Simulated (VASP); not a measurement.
# Zn12H (a cell with a defect) in VASP: further runs

Zn12H (a cell with a defect) is run at these levels: PBE; tasks: single point.

Program: VASP 6.6.1. These are calculated values, not measurements. Logs are shortened: lines on timing, memory, paths and dates and some standing lists are left out, and cuts for length are marked.

## (1) The cell of the first run

The cell holds a defect, 13 atoms: a = 5.320 Å, b = 7.980 Å, c = 4.937 Å, α = 90.00°, β = 90.00°, γ = 120.00°.

## (2) Single point, PBE

File INCAR:

```
SYSTEM = Zn12H
ALGO = Normal ; EDIFF = 1E-6
ENCUT = 520 ; GGA = PE
ISIF = 2 ; ISMEAR = -1
LASPH = .TRUE. ; LCHARG = .FALSE.
LREAL = .FALSE. ; LWAVE = .FALSE.
NBANDS = 84 ; NELM = 100
PREC = Accurate ; SIGMA = 0.15
```

File KPOINTS:

```
k-points
0
G
  2 2 2
  0 0 0
```

File POSCAR:

```
Zn12H
1.0
    5.3200000000      0.0000000000      0.0000000000
   -3.9900000000      6.9108830000      0.0000000000
    0.0000000000      0.0000000000      4.9369600000
Zn H
12 1
Direct
   -0.0272727249     -0.0008247861     -0.0130039539
    0.1685472858      0.2209703159      0.5616816827
    0.0115208031      0.3160377625      0.0690303345
    0.1397518803      0.5430275697      0.5506425006
    0.0148539273      0.6578754119     -0.0028965193
    0.1469603952      0.8632905520      0.5419731981
    0.4810822103     -0.0066272284     -0.0496256806
    0.7074162378      0.2177579913      0.5017460137
    0.5250770761      0.3734110388     -0.1082852606
    0.6287913548      0.5396416059      0.4006109023
    0.5238140009      0.6703484924     -0.0437313651
    0.6485029373      0.8980039164      0.5063439850
    0.3905934486      0.1626709640      0.2781873866
```

Potentials or basis: VASP PAW PBE potentials, release 64 (Zn, H).

Started as:

```console
cat potpaw_PBE.64/Zn/POTCAR potpaw_PBE.64/H/POTCAR > POTCAR
mpirun -np 1 vasp_std > vasp.out
```

OUTCAR:

```text
SYSTEM = Zn12H
   EDIFF = 1E-6
   ENCUT = 520
   GGA = PE
   ISIF = 2
   ISMEAR = -1
   LASPH = .TRUE.
   LREAL = .FALSE.
   NELM = 100
   PREC = Accurate

 ion  position               nearest neighbor table
   1  0.973  0.999  0.987-   3 2.47  11 2.52   7 2.60   2 2.60   7 2.73  12 2.80   6 2.80   5 2.84
                            12 2.97   9 3.00
   2  0.169  0.221  0.562-   9 2.33   8 2.46   1 2.60  10 2.62   4 2.65  12 2.69   3 2.80   6 2.80
                             3 2.86   8 2.89
   3  0.012  0.316  0.069-   1 2.47   8 2.55   9 2.68   5 2.74   7 2.77   2 2.80  11 2.83   4 2.86
                             2 2.86   9 2.98   4 3.01
   4  0.140  0.543  0.551-   8 2.47   6 2.54   5 2.60   2 2.65  11 2.67  10 2.72  12 2.78  10 2.80
                             3 2.86   3 3.01
   5  0.015  0.658  0.997-   9 2.51   7 2.59   4 2.60   6 2.66  11 2.67  11 2.67  10 2.67   3 2.74
                             1 2.84   6 3.04
   6  0.147  0.863  0.542-   4 2.54   7 2.54  12 2.55   5 2.66  10 2.76   2 2.80   1 2.80  12 2.81
                             8 2.91   5 3.04
   7  0.481  0.993  0.950-   6 2.54   5 2.59   1 2.60  12 2.62  11 2.70   8 2.72   1 2.73   3 2.77
                             9 2.94
   8  0.707  0.218  0.502-  13 1.87  12 2.41   2 2.46   4 2.47   3 2.55   9 2.72   7 2.72  10 2.85
                             2 2.89   6 2.91
   9  0.525  0.373  0.892-   2 2.33  11 2.39   5 2.51   3 2.68  10 2.69   8 2.72  10 2.76   7 2.94
                             3 2.98   1 3.00
  10  0.629  0.540  0.401-  11 2.61   2 2.62   5 2.67   9 2.69   4 2.72   6 2.76   9 2.76   4 2.80
                             8 2.85  12 2.86
  11  0.524  0.670  0.956-   9 2.39   1 2.52  10 2.61   5 2.67   5 2.67   4 2.67   7 2.70  12 2.73
                             3 2.83
  12  0.649  0.898  0.506-   8 2.41   6 2.55   7 2.62   2 2.69  11 2.73   4 2.78   1 2.80   6 2.81
                            10 2.86   1 2.97
  13  0.391  0.163  0.278-   8 1.87

  LATTYP: Found a simple monoclinic cell.
 ALAT       =     5.3200000000
 B/A-ratio  =     0.9280000000
 C/A-ratio  =     1.3228757068
 COS(beta)  =    -0.1889822292

  Lattice vectors:

 A1 = (   5.3200000000,   0.0000000000,   0.0000000000)
 A2 = (   0.0000000000,   0.0000000000,   4.9369600000)
 A3 = (  -1.3300000000,  -6.9108830000,   0.0000000000)

Analysis of symmetry for initial positions (statically):
=====================================================================
 Subroutine PRICEL returns:
 Original cell was already a primitive cell.

 Routine SETGRP: Setting up the symmetry group for a
 simple monoclinic supercell.

 Subroutine GETGRP returns: Found  1 space group operations
 (whereof  1 operations were pure point group operations)
 out of a pool of  4 trial point group operations.

The static configuration has the point symmetry C_1 .

Analysis of symmetry for dynamics (positions and initial velocities):
=====================================================================
 Subroutine PRICEL returns:
 Original cell was already a primitive cell.

 Routine SETGRP: Setting up the symmetry group for a
 simple monoclinic supercell.

 Subroutine GETGRP returns: Found  1 space group operations
 (whereof  1 operations were pure point group operations)
 out of a pool of  4 trial point group operations.

The dynamic configuration has the point symmetry C_1 .

 Subroutine INISYM returns: Found  1 space group operations
 (whereof  1 operations are pure point group operations),
 and found     1 'primitive' translations

----------------------------------------------------------------------------------------

                                     Primitive cell

  volume of cell :     181.5118

  direct lattice vectors                    reciprocal lattice vectors
     5.320000000  0.000000000  0.000000000     0.187969925  0.108524482  0.000000000
    -3.990000000  6.910883000  0.000000000     0.000000000  0.144699310  0.000000000
[... 36 lines left out ...]
----------------------------------------------------------------------------------------

 KPOINTS: k-points

Automatic generation of k-mesh.
 Grid dimensions read from file:
 generate k-points for:    2    2    2

 Generating k-lattice:

  Cartesian coordinates                     Fractional coordinates (reciprocal lattice)
     0.093984962  0.054262241  0.000000000     0.500000000  0.000000000  0.000000000
     0.000000000  0.072349655  0.000000000     0.000000000  0.500000000  0.000000000
     0.000000000  0.000000000  0.101276899     0.000000000  0.000000000  0.500000000

  Length of vectors
     0.108524486  0.072349655  0.101276899

  Shift w.r.t. Gamma in fractional coordinates (k-lattice)
     0.000000000  0.000000000  0.000000000

 Subroutine IBZKPT returns following result:
 ===========================================

 Found      8 irreducible k-points:

 Following reciprocal coordinates:
            Coordinates               Weight
  0.000000  0.000000  0.000000      1.000000
  0.500000  0.000000  0.000000      1.000000
  0.000000  0.500000  0.000000      1.000000
  0.500000  0.500000  0.000000      1.000000
  0.000000  0.000000  0.500000      1.000000
  0.500000  0.000000  0.500000      1.000000
  0.000000  0.500000  0.500000      1.000000
  0.500000  0.500000  0.500000      1.000000
   k-points           NKPTS =      8   k-points in BZ     NKDIM =      8   number of bands    NBANDS=     84
   number of dos      NEDOS =    301   number of ions     NIONS =     13
   total plane-waves  NPLWV =  96000
   dimension x,y,z NGX =    40 NGY =   60 NGZ =   40
   dimension x,y,z NGXF=    80 NGYF=  120 NGZF=   80
   ions per type =              12   1
   NGX,Y,Z   is equivalent  to a cutoff of  12.50, 12.50, 13.47 a.u.
   NGXF,Y,Z  is equivalent  to a cutoff of  25.00, 25.00, 26.94 a.u.
 SYSTEM =  Zn12H
   PREC   = accura    normal or accurate (medium, high low for compatibility)
   ISTART =      0    job   : 0-new  1-cont  2-samecut
   ICHARG =      2    charge: 1-file 2-atom 10-const
   ISPIN  =      1    spin polarized calculation?
   LNONCOLLINEAR =      F non collinear calculations
   LSORBIT =      F    spin-orbit coupling
   LASPH  =      T    aspherical Exc in radial PAW
   ENCUT  =  520.0 eV  38.22 Ry    6.18 a.u.   9.89 14.84  9.18*2*pi/ulx,y,z
   NELM   =    100;   NELMIN=  2; NELMDL= -5     # of ELM steps
   EDIFF  = 0.1E-05   stopping-criterion for ELM
   LREAL  =      F    real-space projection
   EDIFFG = 0.1E-04   stopping-criterion for IOM
   NSW    =      0    number of steps for IOM
   IBRION =     -1    ionic relax: 0-MD 1-quasi-New 2-CG
   NFREE  =      0    steps in history (QN), initial steepest desc. (CG)
   ISIF   =      2    stress and relaxation
   ISYM   =      2    0-nonsym 1-usesym 2-fastsym
   POTIM  = 0.5000    time-step for ionic-motion
   TEBEG  =    0.0;   TEEND  =   0.0 temperature during run
   PSTRESS=    0.0 pullay stress
   NELECT =     145.0000    total number of electrons
   NUPDOWN=      -1.0000    fix difference up-down
   EMIN   =  10.00;   EMAX   =-10.00  energy-range for DOS
   EFERMI =   0.00;   METHOD = LEGACY
   ISMEAR =    -1;   SIGMA  =   0.15  broadening in eV -4-tet -1-fermi 0-gaus
   EFERMI_NEDOS =   21; number of points for ismear=-14 and -15
   IALGO  =     38    algorithm
   IMIX   =      4    mixing-type and parameters
     AMIX     =   0.40;   BMIX     =  1.00
     AMIX_MAG =   1.60;   BMIX_MAG =  1.00
  volume/ion in A,a.u.               =      13.96        94.22
  Fermi-wavevector in a.u.,A,eV,Ry     =   1.519017  2.870525 31.394246  2.307412
  Thomas-Fermi vector in A             =   2.628059
   LORBIT       =      0    0 simple, 1 ext, 2 COOP (PROOUT), +10 PAW based schemes
   GGA     = PE    functional components
   LHFCALC =     F    Hartree Fock is set to
   AEXX    =    0.0000 exact exchange contribution
   IVDW    =     0    specifies the selected vdW correction
   LEPSILON=     F    determine dielectric tensor
   LRPA    =     F    only Hartree local field effects (RPA)
 non-spin polarized calculation
  energy-cutoff  :      520.00
  volume of cell :      181.51
 maximum number of plane-waves:      4912
 NGX is ok and might be reduce to    40
   NGX = 19   NGY = 29   NGZ = 19

 number of electron     145.0000008 magnetization

 Free energy of the ion-electron system (eV)
  ---------------------------------------------------
  ext. energy  EPLUGINS =         0.00000000
  ---------------------------------------------------
  free energy    TOTEN  =       -15.22534159 eV

  energy without entropy =      -14.95858034  energy(sigma->0) =      -15.09196097

 E-fermi :   3.0493     XC(G=0): -11.6268

 val. band max:        2.9484549459   @ k =   0.5000   0.5000   0.0000
 cond. band min:       3.1062070255   @ k =   0.0000   0.5000   0.5000
 fundamental gap:      0.1577520796
 Fermi energy:         3.0493139511

 k-point     1 :       0.0000    0.0000    0.0000
  band No.  band energies     occupation
      1      -7.5509      2.00000
      2      -5.5570      2.00000
      3      -5.4346      2.00000
      4      -5.3889      2.00000
      5      -5.3611      2.00000
      6      -5.3038      2.00000
[... 685 lines left out ...]
     83       8.5118      0.00000
     84       8.6484      0.00000

------------------------ aborting loop because EDIFF is reached ----------------------------------------

  FORCE on cell =-STRESS in cart. coord.  units (eV):
  Direction    XX          YY          ZZ          XY          YZ          ZX
  --------------------------------------------------------------------------------------
  -------------------------------------------------------------------------------------
  Total        2.4260250      5.9447286     13.6057489      2.6024538      1.7114230      0.7070596
  in kB       21.4141611     52.4732347    120.0959198     22.9714726     15.1064758      6.2411098
  external PRESSURE =      64.6611052 kB  Pullay stress =       0.0000000 kB

 VOLUME and BASIS-vectors are now :
 -----------------------------------------------------------------------------
  energy-cutoff  :      520.00
  volume of cell :      181.51
      direct lattice vectors                 reciprocal lattice vectors
     5.320000000  0.000000000  0.000000000     0.187969925  0.108524482  0.000000000
    -3.990000000  6.910883000  0.000000000     0.000000000  0.144699310  0.000000000
     0.000000000  0.000000000  4.936960000     0.000000000  0.000000000  0.202553798

 POSITION                                       TOTAL-FORCE (eV/Angst)
 -----------------------------------------------------------------------------------
      1.18820      6.90518      4.87276         0.588754     -0.306071      0.208493
      0.01500      1.52710      2.77300         0.083635     -0.718376     -0.979758
     -1.19970      2.18410      0.34080        -0.248727      0.710329     -0.267408
     -1.42320      3.75280      2.71850         0.177774      0.294520     -0.409454
     -2.54590      4.54650      4.92266         0.041500      0.245403      0.722528
     -2.66270      5.96610      2.67570        -0.750217      0.047455     -0.681718
     -1.40420      6.86508      4.69196        -0.061348      0.458763      0.709458
      2.89460      1.50490      2.47710        -1.375297      0.009244     -0.079485
      1.30350      2.58060      4.40236         1.059655     -0.581704      0.802380
      1.19200      3.72940      1.97780         0.179568      0.456309      0.130631
      0.11200      4.63270      4.72106        -0.579981      0.427073      0.237436
     -0.13300      6.20600      2.49980         0.859157     -1.005697     -0.498640
      1.42890      1.12420      1.37340         0.025529     -0.037247      0.105537
 -----------------------------------------------------------------------------------
    total drift:                                0.000855      0.000294     -0.001182

  FREE ENERGIE OF THE ION-ELECTRON SYSTEM (eV)
  ---------------------------------------------------
  free  energy   TOTEN  =       -15.2253415885 eV

  energy  without entropy=      -14.9585803426  energy(sigma->0) =      -15.09196097
```

It took 1.8 min on 1 thread of Intel Xeon Platinum 8488C (Sapphire Rapids), shared host; peak memory 0.32 GiB.

Results:

| Item | Value |
| --- | --- |
| Free energy | -15.2253 eV |
| Pressure | 6.5 GPa |
| Largest force | 1.451 eV/Å |

Forces in eV/Å, atoms in the order of the input:
```
Zn   0.589 -0.306  0.208
Zn   0.084 -0.718 -0.980
Zn  -0.249  0.710 -0.267
Zn   0.178  0.295 -0.409
Zn   0.042  0.245  0.723
Zn  -0.750  0.047 -0.682
Zn  -0.061  0.459  0.709
Zn  -1.375  0.009 -0.079
Zn   1.060 -0.582  0.802
Zn   0.180  0.456  0.131
Zn  -0.580  0.427  0.237
Zn   0.859 -1.006 -0.499
H    0.026 -0.037  0.106
```

Levels at points of the mesh, in eV from the Fermi level:
```
           k point  band 70  band 71  band 72  band 73  band 74  band 75
(0.00, 0.00, 0.00)    -0.82    -0.61    -0.33     0.45     0.59     0.91
(0.50, 0.00, 0.00)    -1.24    -1.05    -0.83    -0.42    -0.41     0.19
(0.00, 0.50, 0.00)    -2.22    -2.02    -1.91     0.18     1.03     1.72
(0.50, 0.50, 0.00)    -1.73    -0.10     0.06     0.54     1.01     1.58
(0.00, 0.00, 0.50)    -2.18    -1.66    -1.58    -0.12     0.16     1.93
(0.50, 0.00, 0.50)    -1.00    -0.81    -0.40     1.12     1.85     2.03
(0.00, 0.50, 0.50)    -1.83    -1.72    -1.52    -0.36     0.06     0.08
(0.50, 0.50, 0.50)    -2.76    -2.68    -2.34     2.71     3.85     3.99
```

Caveat: the k points lie up to 0.68 Å⁻¹ apart.

[end of part 1 of 2]
